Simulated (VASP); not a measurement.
In, 1 atom in the cell. It takes space group Im-3m (No. 229, cubic). Conventional cell: a = 3.739 Å, b = 3.739 Å, c = 3.739 Å, α = 90.00°, β = 90.00°, γ = 90.00°. In (site symmetry m-3m) has 14 In at 3.24 to 3.74 Å within 4.3 Å. 

```yaml
Program: VASP 6.6.1
Task: relaxation of cell and atoms
Functional: LDA
Potentials_or_basis: VASP PAW LDA potentials, release 64 (In_d)
Cutoff: 600 eV
k_mesh: 12 × 12 × 12
Occupations: fermi-dirac, width 0.1 eV
Spin: no spin polarisation
Dipole_correction: no
Further_INCAR_settings: ALGO = Normal; EDIFF = 1e-07; IBRION = 2; EDIFFG = -0.01; NSW = 80; ISIF = 3
```

Potentials or basis: VASP PAW LDA potentials, release 64 (In_d).

The run is started by

```bash
$ cat potpaw_LDA.64/In_d/POTCAR > POTCAR
$ mpirun -np 1 vasp_std > vasp.out
```

Hardware: 1 thread of Intel Xeon 6975P-C, with other jobs on the host.

Problem. Estimate the wall time of this run.

Solution. Wall time 100 s on 1 thread of Intel Xeon 6975P-C (shared host), peak memory 0.16 GiB. Counts: scf iterations 24, k points 72, ion steps 3.
